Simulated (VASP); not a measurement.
# ZnSe (F-43m) in VASP: a series of runs

Runs on ZnSe. Level: PBE. Tasks: vibrations by perturbation theory.

Program: VASP 6.6.1. These are calculated values, not measurements. Logs are shortened: lines on timing, memory, paths and dates and some standing lists are left out, and cuts for length are marked.

**1. The cell of the first run**

It takes space group F-43m (No. 216, cubic). Conventional cell: a = 5.132 Å, b = 5.132 Å, c = 5.132 Å, α = 90.00°, β = 90.00°, γ = 90.00°. Within 2.9 Å of Zn (site symmetry -43m) lie 4 Se at 2.22 Å. Se (site symmetry -43m) has 4 Zn at 2.22 Å within 2.9 Å.

**2. Vibrations by perturbation theory, PBE**

INCAR reads:

```
SYSTEM = ZnSe
PREC = Accurate
ENCUT = 520
EDIFF = 1E-8
ISMEAR = 0
SIGMA = 0.01
LREAL = .False.
LASPH = .True.
NELM = 100
ALGO = Normal
ISIF = 2
LWAVE = .False.
LCHARG = .True.
GGA = PE
IBRION = 8
NSW = 1
LEPSILON = .True.
```

KPOINTS reads:

```
Automatic mesh
0
Gamma
  10 10 10
  0 0 0
```

POSCAR reads:

```
ZnSe
1.0
    0.0000000000      2.5657892429      2.5657892429
    2.5657892429      0.0000000000      2.5657892429
    2.5657892429      2.5657892429      0.0000000000
Zn Se
1 1
Direct
    0.0000000000      0.0000000000      0.0000000000
    0.7500000000      0.7500000000      0.7500000000
```

Potentials or basis: VASP PAW PBE potentials, release 64 (Zn, Se).

Run with:

```console
cat potpaw_PBE.64/Zn/POTCAR potpaw_PBE.64/Se/POTCAR > POTCAR
mpirun -np 1 vasp_std > vasp.out
```

OUTCAR:

```text
SYSTEM = ZnSe
   PREC = Accurate
   ENCUT = 520
   EDIFF = 1E-8
   ISMEAR = 0
   LREAL = .False.
   LASPH = .True.
   NELM = 100
   ISIF = 2
   GGA = PE
   IBRION = 8
   NSW = 1
   LEPSILON = .True.

 ion  position               nearest neighbor table
   1  0.000  0.000  0.000-   2 2.22   2 2.22   2 2.22   2 2.22
   2  0.750  0.750  0.750-   1 2.22   1 2.22   1 2.22   1 2.22

  LATTYP: Found a face centered cubic cell.
 ALAT       =     5.1315784858

  Lattice vectors:

 A1 = (   0.0000000000,   2.5657892429,   2.5657892429)
 A2 = (   2.5657892429,   0.0000000000,   2.5657892429)
 A3 = (   2.5657892429,   2.5657892429,   0.0000000000)

Analysis of symmetry for initial positions (statically):
=====================================================================
 Subroutine PRICEL returns:
 Original cell was already a primitive cell.

 Routine SETGRP: Setting up the symmetry group for a
 face centered cubic supercell.

 Subroutine GETGRP returns: Found 24 space group operations
 (whereof 24 operations were pure point group operations)
 out of a pool of 48 trial point group operations.

The static configuration has the point symmetry T_d .

Analysis of symmetry for dynamics (positions and initial velocities):
=====================================================================
 Subroutine PRICEL returns:
 Original cell was already a primitive cell.

 Routine SETGRP: Setting up the symmetry group for a
 face centered cubic supercell.

 Subroutine GETGRP returns: Found 24 space group operations
 (whereof 24 operations were pure point group operations)
 out of a pool of 48 trial point group operations.

The dynamic configuration has the point symmetry T_d .

 Subroutine INISYM returns: Found 24 space group operations
 (whereof 24 operations are pure point group operations),
 and found     1 'primitive' translations

----------------------------------------------------------------------------------------

                                     Primitive cell

  volume of cell :      33.7826

  direct lattice vectors                    reciprocal lattice vectors
     0.000000000  2.565789243  2.565789243    -0.194871812  0.194871812  0.194871812
     2.565789243  0.000000000  2.565789243     0.194871812 -0.194871812  0.194871812
     2.565789243  2.565789243  0.000000000     0.194871812  0.194871812 -0.194871812

  length of vectors
     3.628573946  3.628573946  3.628573946     0.337527880  0.337527880  0.337527880

  position of ions in fractional coordinates (direct lattice)
     0.000000000  0.000000000  0.000000000
     0.750000000  0.750000000  0.750000000

  ion indices of the primitive-cell ions
   primitive index   ion index
                 1           1
                 2           2

----------------------------------------------------------------------------------------

 KPOINTS: Automatic mesh

Automatic generation of k-mesh.
 Grid dimensions read from file:
 generate k-points for:   10   10   10

 Generating k-lattice:

  Cartesian coordinates                     Fractional coordinates (reciprocal lattice)
[... 531 lines left out ...]

 Free energy of the ion-electron system (eV)
  ---------------------------------------------------
  ---------------------------------------------------
  free energy    TOTEN  =        -0.61253221 eV

  energy without entropy =       -0.61253221

------------------------ aborting loop because EDIFF is reached ----------------------------------------

--------------------------------------- Ionic step        2  -------------------------------------------

------------------------ aborting loop because EDIFF is reached ----------------------------------------

--------------------------------------- Ionic step        3  -------------------------------------------

------------------------ aborting loop because EDIFF is reached ----------------------------------------

 PIEZOELECTRIC TENSOR FIELD DIRECTION 3  (e Angst)
 -----------------------------------------------------------------------------
    -0.00076  1.14375  0.00000           (  0.00000 -0.02533  0.00000)
     1.14375 -0.00076  0.00000           ( -0.02533  0.00000  0.00000)
     0.00000  0.00000  0.00017           (  0.00000  0.00000  0.00000)

 PIEZOELECTRIC TENSOR FIELD DIRECTION 3  (C/m^2)
 -----------------------------------------------------------------------------
    -0.00036  0.54244  0.00000
     0.54244 -0.00036  0.00000
     0.00000  0.00000  0.00008

--------------------------------------- Ionic step        4  -------------------------------------------

------------------------ aborting loop because EDIFF is reached ----------------------------------------

[... ionic steps 5 to 6 ...]

--------------------------------------- Ionic step        7  -------------------------------------------

 Free energy of the ion-electron system (eV)
  ---------------------------------------------------
  ---------------------------------------------------
  free energy    TOTEN  =        -0.08113944 eV

  energy without entropy =       -0.08113944

------------------------ aborting loop because EDIFF is reached ----------------------------------------

 INTERNAL STRAIN TENSOR  FOR ION    2  DIRECTION 1   (eV/Angst):
 -----------------------------------------------------------------------------
    -0.02186  0.00000  0.00000
     0.00000  0.02091 20.86108
     0.00000 20.86108  0.02091

 MACROSCOPIC STATIC DIELECTRIC TENSOR (including local field effects in DFT)
 ------------------------------------------------------
           7.114269    -0.000000    -0.000000
          -0.000000     7.114269    -0.000000
          -0.000000     0.000000     7.114269
 ------------------------------------------------------

 PIEZOELECTRIC TENSOR (including local field effects)  for field in x, y, z        (e  Angst)
          XX          YY          ZZ          XY          YZ          ZX
  --------------------------------------------------------------------------------
  x     0.00000     0.00000     0.00000     0.00000     1.15819     0.00000
  y     0.00000     0.00000     0.00000     0.00000    -0.00000     1.15819
  z     0.00000     0.00000     0.00000     1.15819     0.00000     0.00000

 PIEZOELECTRIC TENSOR (including local field effects)  for field in x, y, z        (C/m^2)
          XX          YY          ZZ          XY          YZ          ZX
  --------------------------------------------------------------------------------
  x     0.00000     0.00000     0.00000     0.00000     0.54928     0.00000
  y     0.00000     0.00000     0.00000     0.00000    -0.00000     0.54928
  z     0.00000     0.00000     0.00000     0.54928     0.00000     0.00000

 BORN EFFECTIVE CHARGES (including local field effects) (in |e|, cummulative output)
 ---------------------------------------------------------------------------------
 ion    1
    1     1.58400     0.00000    -0.00000
    2     0.00000     1.58400    -0.00000
    3     0.00000     0.00000     1.58400
 ion    2
    1    -1.58400    -0.00000     0.00000
    2    -0.00000    -1.58400     0.00000
    3    -0.00000    -0.00000    -1.58400

 INTERNAL STRAIN TENSOR FOR ION    2 for displacements in x,y,z  (eV/Angst):
          X           Y           Z          XY          YZ          ZX
  --------------------------------------------------------------------------------
  x    -0.00000     0.00000     0.00000     0.00000    20.86108     0.00000
  y    -0.00000     0.00000    -0.00000     0.00000     0.00000    20.86108
  z     0.00000     0.00000    -0.00000    20.86108     0.00000     0.00000

 SECOND DERIVATIVES (NOT SYMMETRIZED)
 ------------------------------------
               1X          1Y          1Z          2X          2Y          2Z
  1X   -14.295761    0.000000    0.000000   14.295761    0.000000    0.000000
  1Y     0.000000  -14.295761    0.000000    0.000000   14.295761    0.000000
  1Z     0.000000    0.000000  -14.295761    0.000000    0.000000   14.295761
  2X    14.317712    0.000000    0.000000  -14.317712    0.000000    0.000000
  2Y     0.000000   14.317712    0.000000    0.000000  -14.317712    0.000000
  2Z     0.000000    0.000000   14.317712    0.000000    0.000000  -14.317712

 Eigenvectors and eigenvalues of the dynamical matrix
 ----------------------------------------------------

   1 f  =    9.886773 THz    62.120425 2PiTHz  329.787237 cm-1    40.888388 meV
             X         Y         Z           dx          dy          dz
      0.000000  0.000000  0.000000    -0.714283   -0.190848   -0.000000
      3.848684  3.848684  3.848684     0.650513    0.173809   -0.000000
[... 21 lines left out ...]
   6 f/i=    0.003776 THz     0.023724 2PiTHz    0.125948 cm-1     0.015616 meV
             X         Y         Z           dx          dy          dz
      0.000000  0.000000  0.000000    -0.009441   -0.363924    0.566433
      3.848684  3.848684  3.848684    -0.010366   -0.399600    0.621961

--------------------------------------------------------------------------------------------------------

 MACROSCOPIC STATIC DIELECTRIC TENSOR IONIC CONTRIBUTION
 ------------------------------------------------------
           0.939387     0.000000     0.000000
           0.000000     0.939387     0.000000
           0.000000     0.000000     0.939387
 ------------------------------------------------------

 ELASTIC MODULI CONTR FROM IONIC RELAXATION (kBar)
 Direction    XX          YY          ZZ          XY          YZ          ZX
 --------------------------------------------------------------------------------
 XX          -0.0000      0.0000      0.0000     -0.0000      0.0000      0.0000
 YY           0.0000     -0.0000      0.0000     -0.0000     -0.0000     -0.0000
 ZZ           0.0000      0.0000     -0.0000      0.0000     -0.0000      0.0000
 XY          -0.0000     -0.0000      0.0000  -1442.5495      0.0000      0.0000
 YZ           0.0000     -0.0000     -0.0000      0.0000  -1442.5495      0.0000
 ZX           0.0000     -0.0000      0.0000      0.0000      0.0000  -1442.5495
 --------------------------------------------------------------------------------

 PIEZOELECTRIC TENSOR IONIC CONTR  for field in x, y, z        (C/m^2)
          XX          YY          ZZ          XY          YZ          ZX
  --------------------------------------------------------------------------------
  x     0.00000    -0.00000    -0.00000     0.00000    -1.09537    -0.00000
  y     0.00000    -0.00000     0.00000     0.00000    -0.00000    -1.09537
  z    -0.00000    -0.00000     0.00000    -1.09537    -0.00000    -0.00000
```

Run time: 26 min. Hardware: 1 thread of AMD EPYC 7R13, shared host; peak memory 0.31 GiB.

What came out:

* Electronic dielectric tensor (diagonal): 7.11
* Born charges (mean of the diagonal): Zn +1.58; Se -1.58 e
* Highest phonon frequency at Γ, LO-TO splitting left out: 330 cm⁻¹

Phonon frequencies in cm⁻¹ (negative: imaginary):
```
              q point        frequencies
(0.000, 0.000, 0.000)  0 0 0 330 330 330
```

Electronic dielectric tensor:
```
7.11 0.00 0.00
0.00 7.11 0.00
0.00 0.00 7.11
```

Born effective charge tensors (e):
atom 1, Zn
```
1.58 0.00 0.00
0.00 1.58 0.00
0.00 0.00 1.58
```
atom 2, Se
```
-1.58  0.00  0.00
 0.00 -1.58  0.00
 0.00  0.00 -1.58
```

Caveat: the cell wasn't relaxed at this level first, which shifts response properties.

**3. Vibrations by perturbation theory, PBE**

This run uses another cell than the first one, of 20.27 Å³/atom, 1.200 times its volume.

INCAR reads:

```
SYSTEM = ZnSe
  ALGO = Normal
  EDIFF = 1E-8
  ENCUT = 520
  GGA = PE
  IBRION = 8
  ISIF = 2
  ISMEAR = 0
  LASPH = .True.
  LCHARG = .False.
  LEPSILON = .True.
  LREAL = .False.
  LWAVE = .False.
  NELM = 60
  NSW = 1
  PREC = Accurate
  SIGMA = 0.01
```

KPOINTS reads:

```
k-points
0
Gamma
  8 8 8
  0 0 0
```

POSCAR reads:

```
ZnSe
1.0
    0.0000000000      2.7263647585      2.7263647585
    2.7263647585      0.0000000000      2.7263647585
    2.7263647585      2.7263647585      0.0000000000
Zn Se
1 1
Direct
    0.0000000000      0.0000000000      0.0000000000
    0.7500000000      0.7500000000      0.7500000000
```

Potentials or basis: VASP PAW PBE potentials, release 64 (Zn, Se).

Run with:

```console
cat potpaw_PBE.64/Zn/POTCAR potpaw_PBE.64/Se/POTCAR > POTCAR
mpirun -np 1 vasp_std > vasp.out
```

OUTCAR:

```text
SYSTEM = ZnSe
   EDIFF = 1E-8
   ENCUT = 520
   GGA = PE
   IBRION = 8
   ISIF = 2
   ISMEAR = 0
   LASPH = .True.
   LEPSILON = .True.
   LREAL = .False.
   NELM = 60
   NSW = 1
   PREC = Accurate

 ion  position               nearest neighbor table
   1  0.000  0.000  0.000-   2 2.36   2 2.36   2 2.36   2 2.36
   2  0.750  0.750  0.750-   1 2.36   1 2.36   1 2.36   1 2.36

  LATTYP: Found a face centered cubic cell.
 ALAT       =     5.4527295170

  Lattice vectors:

 A1 = (   0.0000000000,   2.7263647585,   2.7263647585)
 A2 = (   2.7263647585,   0.0000000000,   2.7263647585)
 A3 = (   2.7263647585,   2.7263647585,   0.0000000000)

Analysis of symmetry for initial positions (statically):
[... 687 lines left out ...]
  z     0.00000     0.00000     0.00000    10.36159     0.00000     0.00000

 SECOND DERIVATIVES (NOT SYMMETRIZED)
 ------------------------------------
               1X          1Y          1Z          2X          2Y          2Z
  1X    -8.315840    0.000000    0.000000    8.315840    0.000000    0.000000
  1Y     0.000000   -8.315840    0.000000    0.000000    8.315840    0.000000
  1Z     0.000000    0.000000   -8.315840    0.000000    0.000000    8.315840
  2X     8.316099    0.000000    0.000000   -8.316099    0.000000    0.000000
  2Y     0.000000    8.316099    0.000000    0.000000   -8.316099    0.000000
  2Z     0.000000    0.000000    8.316099    0.000000    0.000000   -8.316099

 Eigenvectors and eigenvalues of the dynamical matrix
 ----------------------------------------------------

   1 f  =    7.537998 THz    47.362638 2PiTHz  251.440546 cm-1    31.174640 meV
             X         Y         Z           dx          dy          dz
      0.000000  0.000000  0.000000     0.000000    0.739592    0.000000
      4.089547  4.089547  4.089547     0.000000   -0.673056    0.000000
[... 21 lines left out ...]
   6 f/i=    0.000058 THz     0.000367 2PiTHz    0.001950 cm-1     0.000242 meV
             X         Y         Z           dx          dy          dz
      0.000000  0.000000  0.000000     0.000000    0.000000   -0.673056
      4.089547  4.089547  4.089547     0.000000    0.000000   -0.739592

--------------------------------------------------------------------------------------------------------

 MACROSCOPIC STATIC DIELECTRIC TENSOR IONIC CONTRIBUTION
 ------------------------------------------------------
           1.939883     0.000000     0.000000
           0.000000     1.939883     0.000000
           0.000000     0.000000     1.939883
 ------------------------------------------------------

 ELASTIC MODULI CONTR FROM IONIC RELAXATION (kBar)
 Direction    XX          YY          ZZ          XY          YZ          ZX
 --------------------------------------------------------------------------------
 XX          -0.0000      0.0000      0.0000     -0.0000      0.0000      0.0000
 YY           0.0000     -0.0000      0.0000     -0.0000     -0.0000     -0.0000
 ZZ           0.0000      0.0000     -0.0000      0.0000     -0.0000      0.0000
 XY          -0.0000     -0.0000      0.0000   -511.0709      0.0000      0.0000
 YZ           0.0000     -0.0000     -0.0000      0.0000   -511.0709      0.0000
 ZX           0.0000     -0.0000      0.0000      0.0000      0.0000   -511.0709
 --------------------------------------------------------------------------------

 PIEZOELECTRIC TENSOR IONIC CONTR  for field in x, y, z        (C/m^2)
          XX          YY          ZZ          XY          YZ          ZX
  --------------------------------------------------------------------------------
  x     0.00000    -0.00000    -0.00000    -0.00000    -0.93692     0.00000
  y     0.00000    -0.00000     0.00000    -0.00000    -0.00000    -0.93692
  z    -0.00000    -0.00000     0.00000    -0.93692     0.00000     0.00000
```

stdout:

```text
POSCAR found type information on POSCAR ZnSe
 POSCAR found :  2 types and       2 ions
 scaLAPACK will be used
 LDA part: xc-table for (Slater+PW92), standard interpolation
 POSCAR, INCAR and KPOINTS ok, starting setup
 FFT: planning ... GRIDC
 FFT: planning ... GRID_SOFT
 FFT: planning ... GRID
 WAVECAR not read
 entering main loop
[... 24 lines left out ...]
 dielectric tensor                  component  3 :     1.305     1.234     7.314
 Linear response DOF=           2
 Linear response progress:
 first order change of Fermi-energy  -0.34825E+00
 force on displaced ion       1 direction 1 :  -8.316   0.000   0.000
 Born effective charge ion    1 direction 1 :   1.879   0.000   0.000
 Linear response progress:
 first order change of Fermi-energy   0.34856E+00
 force on displaced ion       2 direction 1 :  -8.316   0.000   0.000
 Born effective charge ion    2 direction 1 :  -1.921   0.000   0.000
 Born effective charges drift removed
 Linear response finished
```

Wall time 6.9 min (1 thread of Intel Xeon Platinum 8259CL at 2.50GHz (Skylake/Cascade Lake), shared host); peak memory 0.28 GiB.

What came out:

```
Electronic dielectric tensor (diagonal)                 : 7.31
Born charges (mean of the diagonal)                     : Zn +1.90; Se -1.90 e
Highest phonon frequency at Γ, LO-TO splitting left out : 251 cm⁻¹
```

Phonon frequencies in cm⁻¹ (negative: imaginary):
```tsv
q point	frequencies
(0.000, 0.000, 0.000)	0 0 0 251 251 251
```

Electronic dielectric tensor:
```
7.31 0.00 0.00
0.00 7.31 0.00
0.00 0.00 7.31
```

Born effective charge tensors (e):
atom 1, Zn
```
1.90 0.00 0.00
0.00 1.90 0.00
0.00 0.00 1.90
```
atom 2, Se
```
-1.90  0.00  0.00
 0.00 -1.90  0.00
 0.00  0.00 -1.90
```

Caveat: the cell wasn't relaxed at this level first, which shifts response properties.

(Continued in part 2 of 2.)
